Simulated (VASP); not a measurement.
# Pt (Fd-3m) in VASP: a series of runs

The runs below take Pt through single point, relaxation of cell and atoms, with r2SCAN.

All numbers are computed with VASP 6.6.1; they aren't measurements. Logs are shortened: lines on timing, memory, paths and dates and some standing lists are left out, and cuts for length are marked.

### 1 The cell of the first run

It takes space group Fd-3m (No. 227, cubic). Conventional cell: a = 5.720 Å, b = 5.720 Å, c = 5.720 Å, α = 90.00°, β = 90.00°, γ = 90.00°. Pt (site symmetry -43m) has 4 Pt at 2.48 Å within 3.3 Å.

This isn't the form of Pt at room conditions, which is fcc.

### 2 Single point, r2SCAN

File POSCAR:

```
Pt
1.0
    0.0000000000      2.8599131790      2.8599131790
    2.8599131790      0.0000000000      2.8599131790
    2.8599131790      2.8599131790      0.0000000000
Pt
2
Direct
    1.0000000000      1.0000000000      1.0000000000
    0.2500000000      0.2500000000      0.2500000000
```

File INCAR.step1:

```
SYSTEM = Pt
PREC = Accurate
ENCUT = 550
ISMEAR = -1
SIGMA = 0.05
LREAL = .False.
LASPH = .True.
NELM = 120
NBANDS = 17
GGA = PE
ALGO = Normal
EDIFF = 1E-5
LWAVE = .True.
LCHARG = .False.
GGA_COMPAT = .False.
```

File INCAR.step2:

```
SYSTEM = Pt
PREC = Accurate
ENCUT = 550
EDIFF = 1E-6
ISMEAR = -1
SIGMA = 0.05
LREAL = .False.
LASPH = .True.
NELM = 120
ALGO = Normal
ISIF = 2
LWAVE = .False.
LCHARG = .False.
METAGGA = R2SCAN
LMIXTAU = .True.
NBANDS = 17
ISTART = 1
GGA_COMPAT = .False.
```

File KPOINTS:

```
Automatic mesh
0
Gamma
  13 13 13
  0 0 0
```

Potentials or basis: VASP PAW PBE potentials, release 64 (Pt).

The run is started by

```console
$ cat potpaw_PBE.64/Pt/POTCAR > POTCAR
$ cp INCAR.step1 INCAR
$ mpirun -np 1 vasp_std > vasp.out
$ cp INCAR.step2 INCAR
$ mpirun -np 1 vasp_std > vasp.out
```

OUTCAR:

```text
SYSTEM = Pt
   PREC = Accurate
   ENCUT = 550
   EDIFF = 1E-6
   ISMEAR = -1
   LREAL = .False.
   LASPH = .True.
   NELM = 120
   ISIF = 2
   METAGGA = R2SCAN
   ISTART = 1

 ion  position               nearest neighbor table
   1  0.000  0.000  0.000-   2 2.48   2 2.48   2 2.48   2 2.48
   2  0.250  0.250  0.250-   1 2.48   1 2.48   1 2.48   1 2.48

  LATTYP: Found a face centered cubic cell.
 ALAT       =     5.7198263580

  Lattice vectors:

 A1 = (   0.0000000000,   2.8599131790,   2.8599131790)
 A2 = (   2.8599131790,   0.0000000000,   2.8599131790)
 A3 = (   2.8599131790,   2.8599131790,   0.0000000000)

Analysis of symmetry for initial positions (statically):
=====================================================================
 Subroutine PRICEL returns:
 Original cell was already a primitive cell.

 Routine SETGRP: Setting up the symmetry group for a
 face centered cubic supercell.

 Subroutine GETGRP returns: Found 48 space group operations
 (whereof 24 operations were pure point group operations)
 out of a pool of 48 trial point group operations.

The static configuration has the point symmetry T_d .
 The point group associated with its full space group is O_h .

Analysis of symmetry for dynamics (positions and initial velocities):
=====================================================================
 Subroutine PRICEL returns:
 Original cell was already a primitive cell.

 Routine SETGRP: Setting up the symmetry group for a
 face centered cubic supercell.

 Subroutine GETGRP returns: Found 48 space group operations
 (whereof 24 operations were pure point group operations)
 out of a pool of 48 trial point group operations.

The dynamic configuration has the point symmetry T_d .
 The point group associated with its full space group is O_h .

 Subroutine INISYM returns: Found 48 space group operations
 (whereof 24 operations are pure point group operations),
 and found     1 'primitive' translations

----------------------------------------------------------------------------------------

                                     Primitive cell

  volume of cell :      46.7831

  direct lattice vectors                    reciprocal lattice vectors
     0.000000000  2.859913179  2.859913179    -0.174830482  0.174830482  0.174830482
     2.859913179  0.000000000  2.859913179     0.174830482 -0.174830482  0.174830482
     2.859913179  2.859913179  0.000000000     0.174830482  0.174830482 -0.174830482

  length of vectors
     4.044528005  4.044528005  4.044528005     0.302815278  0.302815278  0.302815278

  position of ions in fractional coordinates (direct lattice)
     0.000000000  0.000000000  0.000000000
     0.250000000  0.250000000  0.250000000

  ion indices of the primitive-cell ions
   primitive index   ion index
                 1           1
                 2           2

----------------------------------------------------------------------------------------

 KPOINTS: Automatic mesh

Automatic generation of k-mesh.
 Grid dimensions read from file:
 generate k-points for:   13   13   13

 Generating k-lattice:

  Cartesian coordinates                     Fractional coordinates (reciprocal lattice)
    -0.013448499  0.013448499  0.013448499     0.076923077  0.000000000  0.000000000
     0.013448499 -0.013448499  0.013448499     0.000000000  0.076923077  0.000000000
     0.013448499  0.013448499 -0.013448499     0.000000000  0.000000000  0.076923077

  Length of vectors
     0.023293483  0.023293483  0.023293483

  Shift w.r.t. Gamma in fractional coordinates (k-lattice)
     0.000000000  0.000000000  0.000000000

 Subroutine IBZKPT returns following result:
 ===========================================

 Found     84 irreducible k-points:

 Following reciprocal coordinates:
            Coordinates               Weight
  0.000000  0.000000  0.000000      1.000000
  0.076923  0.000000  0.000000      8.000000
  0.153846  0.000000  0.000000      8.000000
  0.230769  0.000000  0.000000      8.000000
  0.307692  0.000000  0.000000      8.000000
  0.384615  0.000000  0.000000      8.000000
[... 16 lines left out ...]
  0.384615  0.153846  0.000000     24.000000
  0.461538  0.153846  0.000000     24.000000
 [... further k-points ...]
   k-points           NKPTS =     84   k-points in BZ     NKDIM =     84   number of bands    NBANDS=     17
   number of dos      NEDOS =    301   number of ions     NIONS =      2
   total plane-waves  NPLWV =  32768
   dimension x,y,z NGX =    32 NGY =   32 NGZ =   32
   dimension x,y,z NGXF=    64 NGYF=   64 NGZF=   64
   ions per type =               2
   NGX,Y,Z   is equivalent  to a cutoff of  13.15, 13.15, 13.15 a.u.
   NGXF,Y,Z  is equivalent  to a cutoff of  26.31, 26.31, 26.31 a.u.
 SYSTEM =  Pt
   PREC   = accura    normal or accurate (medium, high low for compatibility)
   ISTART =      1    job   : 0-new  1-cont  2-samecut
   ICHARG =      0    charge: 1-file 2-atom 10-const
   ISPIN  =      1    spin polarized calculation?
   LNONCOLLINEAR =      F non collinear calculations
   LSORBIT =      F    spin-orbit coupling
   LASPH  =      T    aspherical Exc in radial PAW
   ENCUT  =  550.0 eV  40.42 Ry    6.36 a.u.   7.73  7.73  7.73*2*pi/ulx,y,z
   NELM   =    120;   NELMIN=  2; NELMDL=  0     # of ELM steps
   EDIFF  = 0.1E-05   stopping-criterion for ELM
   LREAL  =      F    real-space projection
   EDIFFG = 0.1E-04   stopping-criterion for IOM
   NSW    =      0    number of steps for IOM
   IBRION =     -1    ionic relax: 0-MD 1-quasi-New 2-CG
   NFREE  =      0    steps in history (QN), initial steepest desc. (CG)
   ISIF   =      2    stress and relaxation
   ISYM   =      2    0-nonsym 1-usesym 2-fastsym
   POTIM  = 0.5000    time-step for ionic-motion
   TEBEG  =    0.0;   TEEND  =   0.0 temperature during run
   PSTRESS=    0.0 pullay stress
   NELECT =      20.0000    total number of electrons
   NUPDOWN=      -1.0000    fix difference up-down
   EMIN   =  10.00;   EMAX   =-10.00  energy-range for DOS
   EFERMI =   0.00;   METHOD = LEGACY
   ISMEAR =    -1;   SIGMA  =   0.05  broadening in eV -4-tet -1-fermi 0-gaus
   EFERMI_NEDOS =   21; number of points for ismear=-14 and -15
   IALGO  =     38    algorithm
   IMIX   =      4    mixing-type and parameters
     AMIX     =   0.40;   BMIX     =  1.00
     AMIX_MAG =   1.60;   BMIX_MAG =  1.00
  volume/ion in A,a.u.               =      23.39       157.85
  Fermi-wavevector in a.u.,A,eV,Ry     =   1.233262  2.330527 20.693576  1.520935
  Thomas-Fermi vector in A             =   2.367999
   LORBIT       =      0    0 simple, 1 ext, 2 COOP (PROOUT), +10 PAW based schemes
   METAGGA = R2SCAN    functional components
   LHFCALC =     F    Hartree Fock is set to
   AEXX    =    0.0000 exact exchange contribution
   IVDW    =     0    specifies the selected vdW correction
   LEPSILON=     F    determine dielectric tensor
   LRPA    =     F    only Hartree local field effects (RPA)
 non-spin polarized calculation
  energy-cutoff  :      550.00
  volume of cell :       46.78
 maximum number of plane-waves:      1387
   NGX = 15   NGY = 15   NGZ = 15

 number of electron      20.0000002 magnetization

 Free energy of the ion-electron system (eV)
  ---------------------------------------------------
  ext. energy  EPLUGINS =         0.00000000
  ---------------------------------------------------
  free energy    TOTEN  =      -100.78011401 eV

  energy without entropy =     -100.73553866  energy(sigma->0) =     -100.75782633

 E-fermi :   5.1945     XC(G=0): -11.3463

 val. band max:        5.1905665834   @ k =   0.1538   0.0769   0.0000
 cond. band min:       5.2085202442   @ k =   0.2308   0.0769   0.0000
 fundamental gap:      0.0179536608
 Fermi energy:         5.1944516082

 k-point     1 :       0.0000    0.0000    0.0000
  band No.  band energies     occupation
      1      -2.1954      2.00000
      2       0.3510      2.00000
      3       0.3510      2.00000
      4       0.5495      2.00000
      5       0.5495      2.00000
      6       0.5495      2.00000
[... 9 lines left out ...]
     16      17.4764      0.00000
     17      18.3749      0.00000

 k-point     2 :       0.0769    0.0000    0.0000
  band No.  band energies     occupation
      1      -2.1029      2.00000
      2       0.2607      2.00000
      3       0.2607      2.00000
      4       0.5409      2.00000
      5       0.6718      2.00000
      6       0.6718      2.00000
[... 9 lines left out ...]
     16      17.2262      0.00000
     17      18.9569      0.00000

 k-point     3 :       0.1538    0.0000    0.0000
  band No.  band energies     occupation
      1      -1.8367      2.00000
      2       0.1647      2.00000
      3       0.1647      2.00000
      4       0.5183      2.00000
      5       0.8463      2.00000
      6       0.8463      2.00000
[... 9 lines left out ...]
     16      17.7669      0.00000
     17      18.7358      0.00000

 k-point     4 :       0.2308    0.0000    0.0000
  band No.  band energies     occupation
      1      -1.4360      2.00000
      2       0.1295      2.00000
      3       0.1295      2.00000
      4       0.4886      2.00000
      5       0.9596      2.00000
      6       0.9596      2.00000
[... 9 lines left out ...]
     16      17.9410      0.00000
     17      19.0703      0.00000
[... 343 lines left out ...]
      1      -0.9782      2.00000
      2      -0.1969      2.00000
      3       0.4399      2.00000
      4       0.4460      2.00000
      5       0.8573      2.00000
      6       1.3747      2.00000
[... 9 lines left out ...]
     16      17.3296      0.00000
     17      19.9433      0.00000

 k-point    23 :       0.3846    0.1538    0.0000
  band No.  band energies     occupation
      1      -0.5520      2.00000
      2      -0.1612      2.00000
      3       0.3723      2.00000
      4       0.4316      2.00000
      5       0.9138      2.00000
      6       1.3396      2.00000
[... 9 lines left out ...]
     16      18.5768      0.00000
     17      19.6615      0.00000

 k-point    24 :       0.4615    0.1538    0.0000
  band No.  band energies     occupation
      1      -0.2348      2.00000
      2      -0.1019      2.00000
      3       0.3481      2.00000
      4       0.3722      2.00000
      5       0.9867      2.00000
      6       1.2026      2.00000
[... 9 lines left out ...]
     16      19.1262      0.00000
     17      20.0022      0.00000

 [... further k-points ...]

------------------------ aborting loop because EDIFF is reached ----------------------------------------

  FORCE on cell =-STRESS in cart. coord.  units (eV):
  Direction    XX          YY          ZZ          XY          YZ          ZX
  --------------------------------------------------------------------------------------
  -------------------------------------------------------------------------------------
  Total        0.0198840      0.0198840      0.0198840      0.0000000      0.0000000     -0.0000000
  in kB        0.6809658      0.6809658      0.6809658      0.0000000      0.0000000     -0.0000000
  external PRESSURE =       0.6809658 kB  Pullay stress =       0.0000000 kB

 VOLUME and BASIS-vectors are now :
 -----------------------------------------------------------------------------
  energy-cutoff  :      550.00
  volume of cell :       46.78
      direct lattice vectors                 reciprocal lattice vectors
     0.000000000  2.859913179  2.859913179    -0.174830482  0.174830482  0.174830482
     2.859913179  0.000000000  2.859913179     0.174830482 -0.174830482  0.174830482
     2.859913179  2.859913179  0.000000000     0.174830482  0.174830482 -0.174830482

 POSITION                                       TOTAL-FORCE (eV/Angst)
 -----------------------------------------------------------------------------------
      0.00000      0.00000      0.00000        -0.000000     -0.000000     -0.000000
      1.42996      1.42996      1.42996         0.000000      0.000000      0.000000
 -----------------------------------------------------------------------------------
    total drift:                               -0.000000      0.000000      0.000000

  FREE ENERGIE OF THE ION-ELECTRON SYSTEM (eV)
  ---------------------------------------------------
  free  energy   TOTEN  =      -100.7801140063 eV

  energy  without entropy=     -100.7355386577  energy(sigma->0) =     -100.75782633
```

Wall time 3.7 min (1 thread of AMD EPYC 7R13 (Zen 3), shared host); peak memory 0.19 GiB.

What came out:

```
Free energy            : -100.7801 eV
Pressure               : 0.1 GPa
Band gap on the k mesh : zero (bands 10 and 11 overlap by 0.63 eV)
```

Caveat: the PAW data sets were made with another functional, which shifts forces and pressure a little; spin-orbit coupling is left out, which moves the levels of the heavy elements.

### 3 Relaxation of cell and atoms, r2SCAN

This run uses another cell than the first one, of 19.57 Å³/atom.

File POSCAR:

```
Pt
1.0
    0.0000000000      2.6950000000      2.6950000000
    2.6950000000      0.0000000000      2.6950000000
    2.6950000000      2.6950000000      0.0000000000
Pt
2
Direct
    1.0000000000      1.0000000000      1.0000000000
    0.2500000000      0.2500000000      0.2500000000
```

File INCAR.step1:

```
SYSTEM = Pt
ALGO = Normal
EDIFF = 1E-5
EDIFFG = -0.005
ENCUT = 550
GGA = PE
GGA_COMPAT = .False.
IBRION = 2
ISIF = 3
ISMEAR = -1
LASPH = .True.
LCHARG = .False.
LREAL = .False.
LWAVE = .True.
NELM = 120
NELMIN = 4
NSW = 100
PREC = Accurate
SIGMA = 0.05
```

File INCAR.step2:

```
SYSTEM = Pt
ALGO = Normal
EDIFF = 1E-7
EDIFFG = -0.01
ENCUT = 550
GGA_COMPAT = .False.
IBRION = 2
ISIF = 3
ISMEAR = -1
ISTART = 1
LASPH = .True.
LCHARG = .False.
LMIXTAU = .True.
LREAL = .False.
LWAVE = .False.
METAGGA = R2SCAN
NELM = 120
NELMIN = 4
NSW = 60
PREC = Accurate
SIGMA = 0.05
```

File KPOINTS:

```
k-points
0
Gamma
  13 13 13
  0 0 0
```

Potentials or basis: VASP PAW PBE potentials, release 64 (Pt).

The run is started by

```console
$ cat potpaw_PBE.64/Pt/POTCAR > POTCAR
$ cp INCAR.step1 INCAR
$ mpirun -np 1 vasp_std > vasp.out
$ cp INCAR.step2 INCAR
$ mpirun -np 1 vasp_std > vasp.out
```

Wall time 19 min (1 thread of AMD EPYC 7R13 (Zen 3), shared host); peak memory 0.18 GiB.

Results (log left out):

| Quantity | Value |
| --- | --- |
| Free energy | -100.7774 eV |
| Relaxed volume | 23.40 Å³/atom |
| Relaxed cell | a = 4.045 Å, b = 4.045 Å, c = 4.045 Å, α = 60.00°, β = 60.00°, γ = 60.00° |
| Space group after relaxing (to 0.1 Å) | Fd-3m (No. 227) |
| Pressure after relaxing | 0.0 GPa |
| Band gap on the k mesh | zero (bands 10 and 11 overlap by 0.63 eV) |

Final structure:
```
CELL_PARAMETERS angstrom
0.00000 2.86030 2.86030
2.86030 0.00000 2.86030
2.86030 2.86030 0.00000
ATOMIC_POSITIONS crystal
Pt 0.00000 0.00000 0.00000
Pt 0.25000 0.25000 0.25000
```

Levels at points of the mesh, in eV from the Fermi level:
| k point | band 7 | band 8 | band 9 | band 10 | band 11 | band 12 | band 13 | band 14 |
| --- | --- | --- | --- | --- | --- | --- | --- | --- |
| (0.00, 0.00, 0.00) | -1.98 | -1.98 | -1.98 | -0.12 | -0.12 | 11.12 | 11.14 | 12.28 |

Caveat: the volume moved by over 15 % at a fixed basis, so the end points are rough; the PAW data sets were made with another functional, which shifts forces and pressure a little; spin-orbit coupling is left out, which moves the levels of the heavy elements.
